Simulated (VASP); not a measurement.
# P in VASP: a series of runs

The runs below take P through single point, with r2SCAN, HSE06.

Everything below comes from runs of VASP 6.6.1. Logs are shortened: lines on timing, memory, paths and dates and some standing lists are left out, and cuts for length are marked.

## (1) The cell of the first run

The cell holds a slab with vacuum, 4 atoms: a = 4.628 Å, b = 3.391 Å, c = 27.820 Å, α = 90.00°, β = 90.00°, γ = 90.00°.

## (2) Single point, r2SCAN (uniaxial y strain +3.0%)

Input file POSCAR:

```
P
1.0
    4.6275012813      0.0000000000      0.0000000000
    0.0000000000      3.3906235782      0.0000000000
    0.0000000000      0.0000000000     27.8195791164
P
4
Direct
    0.0925356769      0.0000000000      0.3787938536
    0.4074643231      0.5000000000      0.3787938536
    0.5925356769      0.5000000000      0.3041783769
    0.9074643231      0.0000000000      0.3041783769
```

Input file INCAR.step1:

```
SYSTEM = P
PREC = Accurate
ENCUT = 520
ISMEAR = 0
SIGMA = 0.01
LREAL = .False.
LASPH = .True.
NELM = 60
LDIPOL = .True.
IDIPOL = 3
DIPOL = 0.5 0.5 0.341
NBANDS = 18
GGA = PE
ALGO = Normal
EDIFF = 1E-4
LWAVE = .True.
LCHARG = .False.
```

Input file INCAR.step2:

```
SYSTEM = P
PREC = Accurate
ENCUT = 520
EDIFF = 1E-7
ISMEAR = 0
SIGMA = 0.01
LREAL = .False.
LASPH = .True.
NELM = 60
ALGO = Normal
ISIF = 2
LWAVE = .False.
LCHARG = .False.
LDIPOL = .True.
IDIPOL = 3
DIPOL = 0.5 0.5 0.341
METAGGA = R2SCAN
LMIXTAU = .True.
NBANDS = 18
ISTART = 1
```

Input file KPOINTS:

```
Automatic mesh
0
Gamma
  6 8 1
  0 0 0
```

Potentials or basis: VASP PAW PBE potentials, release 64 (P).

Command:

```bash
cat potpaw_PBE.64/P/POTCAR > POTCAR
cp INCAR.step1 INCAR
mpirun -np 1 vasp_std > vasp.out
cp INCAR.step2 INCAR
mpirun -np 1 vasp_std > vasp.out
```

OUTCAR:

```text
SYSTEM = P
   PREC = Accurate
   ENCUT = 520
   EDIFF = 1E-7
   ISMEAR = 0
   LREAL = .False.
   LASPH = .True.
   NELM = 60
   ISIF = 2
   METAGGA = R2SCAN
   ISTART = 1

 ion  position               nearest neighbor table
   1  0.093  0.000  0.379-   2 2.24   2 2.24   4 2.25
   2  0.407  0.500  0.379-   1 2.24   1 2.24   3 2.25
   3  0.593  0.500  0.304-   4 2.24   4 2.24   2 2.25
   4  0.907  0.000  0.304-   3 2.24   3 2.24   1 2.25

  LATTYP: Found a simple orthorhombic cell.
 ALAT       =     3.3906235782
 B/A-ratio  =     1.3647935769
 C/A-ratio  =     8.2048562675

  Lattice vectors:

 A1 = (   0.0000000000,  -3.3906235782,   0.0000000000)
 A2 = (   4.6275012813,   0.0000000000,   0.0000000000)
 A3 = (   0.0000000000,   0.0000000000,  27.8195791164)

Analysis of symmetry for initial positions (statically):
=====================================================================
 Subroutine PRICEL returns:
 Original cell was already a primitive cell.

 Routine SETGRP: Setting up the symmetry group for a
 simple orthorhombic supercell.

 Subroutine GETGRP returns: Found  8 space group operations
 (whereof  2 operations were pure point group operations)
 out of a pool of  8 trial point group operations.

The static configuration has the point symmetry C_1h.
 The point group associated with its full space group is D_2h.

Analysis of symmetry for dynamics (positions and initial velocities):
=====================================================================
 Subroutine PRICEL returns:
 Original cell was already a primitive cell.

 Routine SETGRP: Setting up the symmetry group for a
 simple orthorhombic supercell.

 Subroutine GETGRP returns: Found  8 space group operations
 (whereof  2 operations were pure point group operations)
 out of a pool of  8 trial point group operations.

The dynamic configuration has the point symmetry C_1h.
 The point group associated with its full space group is D_2h.

 Subroutine INISYM returns: Found  8 space group operations
 (whereof  2 operations are pure point group operations),
 and found     1 'primitive' translations

----------------------------------------------------------------------------------------

                                     Primitive cell

  volume of cell :     436.4924

  direct lattice vectors                    reciprocal lattice vectors
     4.627501281  0.000000000  0.000000000     0.216099346  0.000000000  0.000000000
     0.000000000  3.390623578  0.000000000     0.000000000  0.294930999  0.000000000
     0.000000000  0.000000000 27.819579116     0.000000000  0.000000000  0.035945907

  length of vectors
     4.627501281  3.390623578 27.819579116     0.216099346  0.294930999  0.035945907

  position of ions in fractional coordinates (direct lattice)
     0.092535677  0.000000000  0.378793854
     0.407464323  0.500000000  0.378793854
     0.592535677  0.500000000  0.304178377
     0.907464323  0.000000000  0.304178377

  ion indices of the primitive-cell ions
   primitive index   ion index
                 1           1
                 2           2
                 3           3
                 4           4

----------------------------------------------------------------------------------------

 KPOINTS: Automatic mesh

Automatic generation of k-mesh.
 Grid dimensions read from file:
 generate k-points for:    6    8    1

 Generating k-lattice:

  Cartesian coordinates                     Fractional coordinates (reciprocal lattice)
     0.036016558  0.000000000  0.000000000     0.166666667  0.000000000  0.000000000
     0.000000000  0.036866375  0.000000000     0.000000000  0.125000000  0.000000000
     0.000000000  0.000000000  0.035945907     0.000000000  0.000000000  1.000000000

  Length of vectors
     0.036016558  0.036866375  0.035945907

  Shift w.r.t. Gamma in fractional coordinates (k-lattice)
     0.000000000  0.000000000  0.000000000

 Subroutine IBZKPT returns following result:
 ===========================================

 Found     20 irreducible k-points:

 Following reciprocal coordinates:
            Coordinates               Weight
  0.000000  0.000000  0.000000      1.000000
  0.166667  0.000000  0.000000      2.000000
  0.333333  0.000000  0.000000      2.000000
  0.500000  0.000000  0.000000      1.000000
  0.000000  0.125000  0.000000      2.000000
  0.166667  0.125000  0.000000      4.000000
[... 12 lines left out ...]
  0.333333  0.500000  0.000000      2.000000
  0.500000  0.500000  0.000000      1.000000
   k-points           NKPTS =     20   k-points in BZ     NKDIM =     20   number of bands    NBANDS=     18
   number of dos      NEDOS =    301   number of ions     NIONS =      4
   total plane-waves  NPLWV = 211680
   dimension x,y,z NGX =    36 NGY =   28 NGZ =  210
   dimension x,y,z NGXF=    72 NGYF=   56 NGZF=  420
   ions per type =               4
   NGX,Y,Z   is equivalent  to a cutoff of  12.93, 13.73, 12.55 a.u.
   NGXF,Y,Z  is equivalent  to a cutoff of  25.87, 27.46, 25.10 a.u.
 SYSTEM =  P
   PREC   = accura    normal or accurate (medium, high low for compatibility)
   ISTART =      1    job   : 0-new  1-cont  2-samecut
   ICHARG =      0    charge: 1-file 2-atom 10-const
   ISPIN  =      1    spin polarized calculation?
   LNONCOLLINEAR =      F non collinear calculations
   LSORBIT =      F    spin-orbit coupling
   LASPH  =      T    aspherical Exc in radial PAW
   ENCUT  =  520.0 eV  38.22 Ry    6.18 a.u.   8.60  6.30 51.73*2*pi/ulx,y,z
   NELM   =     60;   NELMIN=  2; NELMDL=  0     # of ELM steps
   EDIFF  = 0.1E-06   stopping-criterion for ELM
   LREAL  =      F    real-space projection
   EDIFFG = 0.1E-05   stopping-criterion for IOM
   NSW    =      0    number of steps for IOM
   IBRION =     -1    ionic relax: 0-MD 1-quasi-New 2-CG
   NFREE  =      0    steps in history (QN), initial steepest desc. (CG)
   ISIF   =      2    stress and relaxation
   ISYM   =      2    0-nonsym 1-usesym 2-fastsym
   POTIM  = 0.5000    time-step for ionic-motion
   TEBEG  =    0.0;   TEEND  =   0.0 temperature during run
   PSTRESS=    0.0 pullay stress
   NELECT =      20.0000    total number of electrons
   NUPDOWN=      -1.0000    fix difference up-down
   EMIN   =  10.00;   EMAX   =-10.00  energy-range for DOS
   EFERMI =   0.00;   METHOD = LEGACY
   ISMEAR =     0;   SIGMA  =   0.01  broadening in eV -4-tet -1-fermi 0-gaus
   EFERMI_NEDOS =   21; number of points for ismear=-14 and -15
   IALGO  =     38    algorithm
   IMIX   =      4    mixing-type and parameters
     AMIX     =   0.40;   BMIX     =  1.00
     AMIX_MAG =   1.60;   BMIX_MAG =  1.00
  volume/ion in A,a.u.               =     109.12       736.40
  Fermi-wavevector in a.u.,A,eV,Ry     =   0.585813  1.107027  4.669210  0.343177
  Thomas-Fermi vector in A             =   1.632050
   LORBIT       =      0    0 simple, 1 ext, 2 COOP (PROOUT), +10 PAW based schemes
   METAGGA = R2SCAN    functional components
   LHFCALC =     F    Hartree Fock is set to
   AEXX    =    0.0000 exact exchange contribution
   IVDW    =     0    specifies the selected vdW correction
   LEPSILON=     F    determine dielectric tensor
   LRPA    =     F    only Hartree local field effects (RPA)
 non-spin polarized calculation
 Gauss-broadening in eV      SIGMA  =   0.01
  energy-cutoff  :      520.00
  volume of cell :      436.49
 maximum number of plane-waves:     11827
 NGX is ok and might be reduce to    36
   NGX = 17   NGY = 13   NGZ =103

 dipolmoment           0.000000      0.000000      0.000002 electrons x Angstroem

 number of electron      20.0000000 magnetization

 dipolmoment           0.000000      0.000000     -0.000000 electrons x Angstroem

 Free energy of the ion-electron system (eV)
  ---------------------------------------------------
  ext. energy  EPLUGINS =         0.00000000
  ---------------------------------------------------
  free energy    TOTEN  =       -35.73560636 eV

  energy without entropy =      -35.73560636  energy(sigma->0) =      -35.73560636

 E-fermi :  -3.1642     XC(G=0):  -2.1331

 val. band max:       -3.2712365827   @ k =   0.0000   0.0000   0.0000
 cond. band min:      -1.9754177806   @ k =   0.0000   0.0000   0.0000
 fundamental gap:      1.2958188021
 Fermi energy:        -3.1642118106

 k-point     1 :       0.0000    0.0000    0.0000
  band No.  band energies     occupation
      1     -18.9134      2.00000
      2     -16.2517      2.00000
      3     -12.9720      2.00000
      4      -9.1385      2.00000
      5      -8.0347      2.00000
      6      -7.8301      2.00000
[... 10 lines left out ...]
     17       2.1767      0.00000
     18       2.4188      0.00000

 k-point     2 :       0.1667    0.0000    0.0000
  band No.  band energies     occupation
      1     -18.7749      2.00000
      2     -16.4759      2.00000
      3     -12.9233      2.00000
      4      -9.8426      2.00000
      5      -7.6389      2.00000
      6      -7.3252      2.00000
[... 10 lines left out ...]
     17       2.2490      0.00000
     18       2.3659      0.00000

 k-point     3 :       0.3333    0.0000    0.0000
  band No.  band energies     occupation
      1     -18.3740      2.00000
      2     -17.0590      2.00000
      3     -12.6163      2.00000
      4     -10.9592      2.00000
      5      -7.0096      2.00000
      6      -6.8426      2.00000
[... 10 lines left out ...]
     17       2.5998      0.00000
     18       2.7588      0.00000

 k-point     4 :       0.5000    0.0000    0.0000
  band No.  band energies     occupation
      1     -17.7630      2.00000
      2     -17.7630      2.00000
      3     -11.9399      2.00000
      4     -11.9399      2.00000
      5      -6.4134      2.00000
      6      -6.4134      2.00000
[... 291 lines left out ...]
      4     -13.2965      2.00000
      5      -8.6100      2.00000
      6      -8.6100      2.00000
[... 10 lines left out ...]
     17       3.6668      0.00000
     18       3.6668      0.00000

 k-point    19 :       0.3333    0.5000    0.0000
  band No.  band energies     occupation
      1     -15.8997      2.00000
      2     -15.8997      2.00000
      3     -13.4921      2.00000
      4     -13.4921      2.00000
      5      -8.6277      2.00000
      6      -8.6277      2.00000
[... 10 lines left out ...]
     17       3.4941      0.00000
     18       3.4941      0.00000

 k-point    20 :       0.5000    0.5000    0.0000
  band No.  band energies     occupation
      1     -15.8012      2.00000
      2     -15.8012      2.00000
      3     -13.6109      2.00000
      4     -13.6109      2.00000
      5      -8.4494      2.00000
      6      -8.4494      2.00000
[... 10 lines left out ...]
     17       3.6715      0.00000
     18       3.6715      0.00000

------------------------ aborting loop because EDIFF is reached ----------------------------------------

 vacuum level on the upper side and lower side of the slab       (xc-potential included)        -0.004        -0.003

  FORCE on cell =-STRESS in cart. coord.  units (eV):
  Direction    XX          YY          ZZ          XY          YZ          ZX
  --------------------------------------------------------------------------------------
  -------------------------------------------------------------------------------------
  Total       -0.8157455     -3.3814887     -0.2690544      0.0000000      0.0000000      0.0000000
  in kB       -2.9942538    -12.4120021     -0.9875841      0.0000000      0.0000000      0.0000000
  external PRESSURE =      -5.4646133 kB  Pullay stress =       0.0000000 kB

 VOLUME and BASIS-vectors are now :
 -----------------------------------------------------------------------------
  energy-cutoff  :      520.00
  volume of cell :      436.49
      direct lattice vectors                 reciprocal lattice vectors
     4.627501281  0.000000000  0.000000000     0.216099346  0.000000000  0.000000000
     0.000000000  3.390623578  0.000000000     0.000000000  0.294930999  0.000000000
     0.000000000  0.000000000 27.819579116     0.000000000  0.000000000  0.035945907

 POSITION                                       TOTAL-FORCE (eV/Angst)
 -----------------------------------------------------------------------------------
      0.42821      0.00000     10.53789         0.063334      0.000000     -0.060521
      1.88554      1.69531     10.53789        -0.063334      0.000000     -0.060521
      2.74196      1.69531      8.46211         0.063334     -0.000000      0.060521
      4.19929      0.00000      8.46211        -0.063334      0.000000      0.060521
 -----------------------------------------------------------------------------------
    total drift:                               -0.000000     -0.000000     -0.000022

  FREE ENERGIE OF THE ION-ELECTRON SYSTEM (eV)
  ---------------------------------------------------
  free  energy   TOTEN  =       -35.7356063563 eV

  energy  without entropy=      -35.7356063563  energy(sigma->0) =      -35.73560636

 vacuum level on the upper side and lower side of the slab         1.953         1.954
```

It took 8.1 min on 1 thread of Intel Xeon 6975P-C (Granite Rapids), shared host; peak memory 0.57 GiB.

What came out:

- Free energy: -35.7356 eV
- Largest force: 0.088 eV/Å
- Band gap on the k mesh: 1.30 eV

Forces in eV/Å, atoms in the order of the input:
```
P    0.063  0.000 -0.061
P   -0.063  0.000 -0.061
P    0.063  0.000  0.061
P   -0.063  0.000  0.061
```

Caveat: the cell differs from its parent crystal (uniaxial y strain +3.0%); the PAW data sets were made with another functional, which shifts forces and pressure a little.

(Continued in part 2 of 2.)
